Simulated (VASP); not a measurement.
# Ga (I4/mmm) in VASP: further runs

Aim: see how the results for Ga move with the level of theory and the settings. Levels: PBEsol+D3(BJ), SVWN5, BLYP. Tasks: single point.

Program: VASP 6.6.1. These are calculated values, not measurements. Logs are shortened: lines on timing, memory, paths and dates and some standing lists are left out, and cuts for length are marked.

### 1 The cell of the first run

The structure is tetragonal, space group I4/mmm (No. 139). Conventional cell: a = 2.570 Å, b = 2.570 Å, c = 4.291 Å, α = 90.00°, β = 90.00°, γ = 90.00°. Ga (site symmetry 4/mmm) has 12 Ga at 2.57 to 2.81 Å within 3.4 Å.

### 2 Single point, PBEsol+D3(BJ) (volume scaled by 0.8)

INCAR reads:

```
  PREC = Accurate
  ENCUT = 520
  EDIFF = 1E-6
  ISMEAR = -1
  SIGMA = 0.1
  LREAL = False
  LASPH = True
  NELM = 80
  ALGO = Fast
  ISIF = 2
  LWAVE = False
  LCHARG = False
  GGA = PS
  IVDW = 12
  NBANDS = 12
```

KPOINTS reads:

```
regular mesh
0
Gamma
  13 13 13
```

POSCAR reads:

```
Ga
1.0
   -1.2851619276      1.2851619276      2.1455501503
    1.2851619276     -1.2851619276      2.1455501503
    1.2851619276      1.2851619276     -2.1455501503
Ga
1
Direct
    0.0000000000      0.0000000000      0.0000000000
```

Potentials or basis: VASP PAW PBE potentials, release 64 (Ga_d).

The run is started by

```console
$ cat potpaw_PBE.64/Ga_d/POTCAR > POTCAR
$ mpirun -np 1 vasp_std > vasp.out
```

OUTCAR:

```text
PREC = Accurate
   ENCUT = 520
   EDIFF = 1E-6
   ISMEAR = -1
   LREAL = False
   LASPH = True
   NELM = 80
   ISIF = 2
   GGA = PS
   IVDW = 12
 IVDW          = 12

 ion  position               nearest neighbor table
   1  0.000  0.000  0.000-

  LATTYP: Found a body centered tetragonal cell.
 ALAT       =     2.5703238552
 C/A-ratio  =     1.6694784558

  Lattice vectors:

 A1 = (  -1.2851619276,   1.2851619276,   2.1455501503)
 A2 = (   1.2851619276,  -1.2851619276,   2.1455501503)
 A3 = (   1.2851619276,   1.2851619276,  -2.1455501503)

Analysis of symmetry for initial positions (statically):
=====================================================================
 Subroutine PRICEL returns:
 Original cell was already a primitive cell.

 Routine SETGRP: Setting up the symmetry group for a
 body centered tetragonal supercell.

 Subroutine GETGRP returns: Found 16 space group operations
 (whereof 16 operations were pure point group operations)
 out of a pool of 16 trial point group operations.

The static configuration has the point symmetry D_4h.

Analysis of symmetry for dynamics (positions and initial velocities):
=====================================================================
 Subroutine PRICEL returns:
 Original cell was already a primitive cell.

 Routine SETGRP: Setting up the symmetry group for a
 body centered tetragonal supercell.

 Subroutine GETGRP returns: Found 16 space group operations
 (whereof 16 operations were pure point group operations)
 out of a pool of 16 trial point group operations.

The dynamic configuration has the point symmetry D_4h.

 Subroutine INISYM returns: Found 16 space group operations
 (whereof 16 operations are pure point group operations),
 and found     1 'primitive' translations

----------------------------------------------------------------------------------------

                                     Primitive cell

  volume of cell :      14.1747

  direct lattice vectors                    reciprocal lattice vectors
    -1.285161928  1.285161928  2.145550150     0.000000000  0.389056032  0.233040463
     1.285161928 -1.285161928  2.145550150     0.389056032  0.000000000  0.233040463
     1.285161928  1.285161928 -2.145550150     0.389056032  0.389056032  0.000000000

  length of vectors
     2.811879764  2.811879764  2.811879764     0.453511249  0.453511249  0.550208317

  position of ions in fractional coordinates (direct lattice)
     0.000000000  0.000000000  0.000000000

  ion indices of the primitive-cell ions
   primitive index   ion index
                 1           1

----------------------------------------------------------------------------------------

 KPOINTS: regular mesh

Automatic generation of k-mesh.
 Grid dimensions read from file:
 generate k-points for:   13   13   13

 Generating k-lattice:

  Cartesian coordinates                     Fractional coordinates (reciprocal lattice)
     0.000000000  0.029927387  0.017926189     0.076923077  0.000000000  0.000000000
     0.029927387  0.000000000  0.017926189     0.000000000  0.076923077  0.000000000
     0.029927387  0.029927387  0.000000000     0.000000000  0.000000000  0.076923077

  Length of vectors
     0.034885481  0.034885481  0.042323717

  Shift w.r.t. Gamma in fractional coordinates (k-lattice)
     0.000000000  0.000000000  0.000000000

 Subroutine IBZKPT returns following result:
 ===========================================

 Found    196 irreducible k-points:

 Following reciprocal coordinates:
            Coordinates               Weight
  0.000000  0.000000  0.000000      1.000000
  0.076923  0.000000  0.000000      8.000000
  0.153846  0.000000  0.000000      8.000000
  0.230769 -0.000000  0.000000      8.000000
  0.307692  0.000000  0.000000      8.000000
  0.384615 -0.000000  0.000000      8.000000
[... 16 lines left out ...]
  0.384615  0.153846  0.000000     16.000000
  0.461538  0.153846  0.000000     16.000000
 [... further k-points ...]
   k-points           NKPTS =    196   k-points in BZ     NKDIM =    196   number of bands    NBANDS=     12
   number of dos      NEDOS =    301   number of ions     NIONS =      1
   total plane-waves  NPLWV =  13824
   dimension x,y,z NGX =    24 NGY =   24 NGZ =   24
   dimension x,y,z NGXF=    48 NGYF=   48 NGZF=   48
   ions per type =               1
   NGX,Y,Z   is equivalent  to a cutoff of  14.19, 14.19, 14.19 a.u.
   NGXF,Y,Z  is equivalent  to a cutoff of  28.38, 28.38, 28.38 a.u.
 SYSTEM =  unknown system
   PREC   = accura    normal or accurate (medium, high low for compatibility)
   ISTART =      0    job   : 0-new  1-cont  2-samecut
   ICHARG =      2    charge: 1-file 2-atom 10-const
   ISPIN  =      1    spin polarized calculation?
   LNONCOLLINEAR =      F non collinear calculations
   LSORBIT =      F    spin-orbit coupling
   LASPH  =      T    aspherical Exc in radial PAW
   ENCUT  =  520.0 eV  38.22 Ry    6.18 a.u.   5.23  5.23  5.23*2*pi/ulx,y,z
   NELM   =     80;   NELMIN=  2; NELMDL= -5     # of ELM steps
   EDIFF  = 0.1E-05   stopping-criterion for ELM
   LREAL  =      F    real-space projection
   EDIFFG = 0.1E-04   stopping-criterion for IOM
   NSW    =      0    number of steps for IOM
   IBRION =     -1    ionic relax: 0-MD 1-quasi-New 2-CG
   NFREE  =      0    steps in history (QN), initial steepest desc. (CG)
   ISIF   =      2    stress and relaxation
   ISYM   =      2    0-nonsym 1-usesym 2-fastsym
   POTIM  = 0.5000    time-step for ionic-motion
   TEBEG  =    0.0;   TEEND  =   0.0 temperature during run
   PSTRESS=    0.0 pullay stress
   NELECT =      13.0000    total number of electrons
   NUPDOWN=      -1.0000    fix difference up-down
   EMIN   =  10.00;   EMAX   =-10.00  energy-range for DOS
   EFERMI =   0.00;   METHOD = LEGACY
   ISMEAR =    -1;   SIGMA  =   0.10  broadening in eV -4-tet -1-fermi 0-gaus
   EFERMI_NEDOS =   21; number of points for ismear=-14 and -15
   IALGO  =     68    algorithm
   IMIX   =      4    mixing-type and parameters
     AMIX     =   0.40;   BMIX     =  1.00
     AMIX_MAG =   1.60;   BMIX_MAG =  1.00
  volume/ion in A,a.u.               =      14.17        95.66
  Fermi-wavevector in a.u.,A,eV,Ry     =   1.590564  3.005730 34.421297  2.529894
  Thomas-Fermi vector in A             =   2.689239
   LORBIT       =      0    0 simple, 1 ext, 2 COOP (PROOUT), +10 PAW based schemes
   GGA     = PS    functional components
   LHFCALC =     F    Hartree Fock is set to
   AEXX    =    0.0000 exact exchange contribution
   IVDW    =    12    specifies the selected vdW correction
   LEPSILON=     F    determine dielectric tensor
   LRPA    =     F    only Hartree local field effects (RPA)
 non-spin polarized calculation
 RMM-DIIS sequential band-by-band and
  energy-cutoff  :      520.00
  volume of cell :       14.17
 maximum number of plane-waves:       393
 NGX is ok and might be reduce to    24
   NGX = 11   NGY = 11   NGZ = 11

 number of electron      13.0000003 magnetization

 Free energy of the ion-electron system (eV)
  ---------------------------------------------------
  ext. energy  EPLUGINS =         0.00000000
  ---------------------------------------------------
  free energy    TOTEN  =        -3.13789263 eV

  energy without entropy =       -3.12714553  energy(sigma->0) =       -3.13251908

 E-fermi :   8.4698     XC(G=0): -12.6676

 val. band max:        8.4646518910   @ k =   0.3846   0.2308   0.1538
 cond. band min:       8.4889257235   @ k =  -0.3077  -0.4615   0.3077
 fundamental gap:      0.0242738325
 Fermi energy:         8.4698356830

 k-point     1 :       0.0000    0.0000    0.0000
  band No.  band energies     occupation
      1      -7.0340      2.00000
      2      -6.7583      2.00000
      3      -6.7068      2.00000
      4      -6.7068      2.00000
      5      -6.4331      2.00000
      6      -5.0940      2.00000
      7      24.1889      0.00000
      8      24.1960      0.00000
      9      24.1960      0.00000
     10      26.3297      0.00000
     11      27.2544      0.00000
     12      28.0538      0.00000

 k-point     2 :       0.0769    0.0000    0.0000
  band No.  band energies     occupation
      1      -7.0178      2.00000
      2      -6.7540      2.00000
      3      -6.7133      2.00000
      4      -6.6957      2.00000
      5      -6.4429      2.00000
      6      -4.9049      2.00000
      7      21.6717      0.00000
      8      23.2858      0.00000
      9      23.9650      0.00000
     10      25.5877      0.00000
     11      26.7063      0.00000
     12      28.6237      0.00000

 k-point     3 :       0.1538    0.0000    0.0000
  band No.  band energies     occupation
      1      -6.9873      2.00000
      2      -6.7772      2.00000
      3      -6.6904      2.00000
      4      -6.6677      2.00000
      5      -6.4668      2.00000
      6      -4.3260      2.00000
      7      17.7865      0.00000
      8      21.7154      0.00000
      9      23.5587      0.00000
     10      24.8005      0.00000
     11      25.8921      0.00000
     12      30.0527      0.00000

 k-point     4 :       0.2308   -0.0000    0.0000
  band No.  band energies     occupation
      1      -6.9743      2.00000
      2      -6.8406      2.00000
      3      -6.6422      2.00000
      4      -6.6086      2.00000
      5      -6.4863      2.00000
      6      -3.3453      2.00000
      7      14.0181      0.00000
      8      20.2542      0.00000
      9      23.2847      0.00000
     10      23.7272      0.00000
     11      25.7865      0.00000
     12      31.7236      0.00000

 k-point     5 :       0.3077    0.0000    0.0000
  band No.  band energies     occupation
      1      -6.9904      2.00000
      2      -6.9046      2.00000
      3      -6.6463      2.00000
      4      -6.5002      2.00000
      5      -6.4752      2.00000
      6      -1.9652      2.00000
      7      10.5190      0.00000
      8      19.0784      0.00000
      9      22.8891      0.00000
     10      23.2364      0.00000
     11      25.8325      0.00000
     12      30.3071      0.00000
[... 228 lines left out ...]
      1      -6.9012      2.00000
      2      -6.8264      2.00000
      3      -6.6614      2.00000
      4      -6.6051      2.00000
      5      -6.5283      2.00000
      6      -1.9300      2.00000
      7      12.7640      0.00000
      8      16.2336      0.00000
      9      18.6034      0.00000
     10      25.8305      0.00000
     11      26.6524      0.00000
     12      28.8959      0.00000

 k-point    22 :       0.3077    0.1538    0.0000
  band No.  band energies     occupation
      1      -6.9175      2.00000
      2      -6.8586      2.00000
      3      -6.6800      2.00000
      4      -6.5354      2.00000
      5      -6.5014      2.00000
      6      -0.3515      2.00000
      7       9.4611      0.00010
      8      16.2822      0.00000
      9      17.6565      0.00000
     10      24.8150      0.00000
     11      25.3776      0.00000
     12      30.6251      0.00000

 k-point    23 :       0.3846    0.1538    0.0000
  band No.  band energies     occupation
      1      -6.9657      2.00000
      2      -6.8574      2.00000
      3      -6.7119      2.00000
      4      -6.5219      2.00000
      5      -6.4122      2.00000
      6       1.6048      2.00000
      7       6.4639      2.00000
      8      16.3060      0.00000
      9      17.4480      0.00000
     10      23.3665      0.00000
     11      25.0525      0.00000
     12      31.7510      0.00000

 k-point    24 :       0.4615    0.1538    0.0000
  band No.  band energies     occupation
      1      -6.9944      2.00000
      2      -6.8485      2.00000
      3      -6.7298      2.00000
      4      -6.5281      2.00000
      5      -6.3571      2.00000
      6       3.7651      2.00000
      7       3.9636      2.00000
      8      16.1574      0.00000
      9      18.1312      0.00000
     10      22.2488      0.00000
     11      25.0321      0.00000
     12      32.5433      0.00000

 [... further k-points ...]

------------------------ aborting loop because EDIFF is reached ----------------------------------------

 Edisp (eV)   -0.40020

 E8    (eV) :    -0.2775

  FORCE on cell =-STRESS in cart. coord.  units (eV):
  Direction    XX          YY          ZZ          XY          YZ          ZX
  --------------------------------------------------------------------------------------
  -------------------------------------------------------------------------------------
  Total       1.77578     1.77578     1.34235     0.00000    -0.00000     0.00000
  in kB     200.71812   200.71812   151.72677     0.00000    -0.00000     0.00000
  external pressure =      184.39 kB  Pullay stress =        0.00 kB

 VOLUME and BASIS-vectors are now :
 -----------------------------------------------------------------------------
  energy-cutoff  :      520.00
  volume of cell :       14.17
      direct lattice vectors                 reciprocal lattice vectors
    -1.285161928  1.285161928  2.145550150     0.000000000  0.389056032  0.233040463
     1.285161928 -1.285161928  2.145550150     0.389056032  0.000000000  0.233040463
     1.285161928  1.285161928 -2.145550150     0.389056032  0.389056032  0.000000000

 POSITION                                       TOTAL-FORCE (eV/Angst)
 -----------------------------------------------------------------------------------
      0.00000      0.00000      0.00000         0.000000     -0.000000      0.000000
 -----------------------------------------------------------------------------------
    total drift:                               -0.000000      0.000000      0.000000

  FREE ENERGIE OF THE ION-ELECTRON SYSTEM (eV)
  ---------------------------------------------------
  free  energy   TOTEN  =        -3.5380910639 eV

  energy  without entropy=       -3.5273439715  energy(sigma->0) =       -3.53271752
```

Run time: 73 s. Hardware: 1 thread of AMD EPYC 7R13, shared host; peak memory 0.14 GiB.

Results:

* Free energy: -3.5381 eV
* Pressure: 18.4 GPa
* Dispersion energy per atom: -0.400 eV

Stress tensor (GPa, compression positive):
```
20.07  0.00  0.00
 0.00 20.07  0.00
 0.00  0.00 15.17
```

Caveat: three body term missing; the PAW data sets were made with another functional, which shifts forces and pressure a little; pairwise dispersion overbinds metals, which lowers pressure and volume.

[end of part 1 of 2]
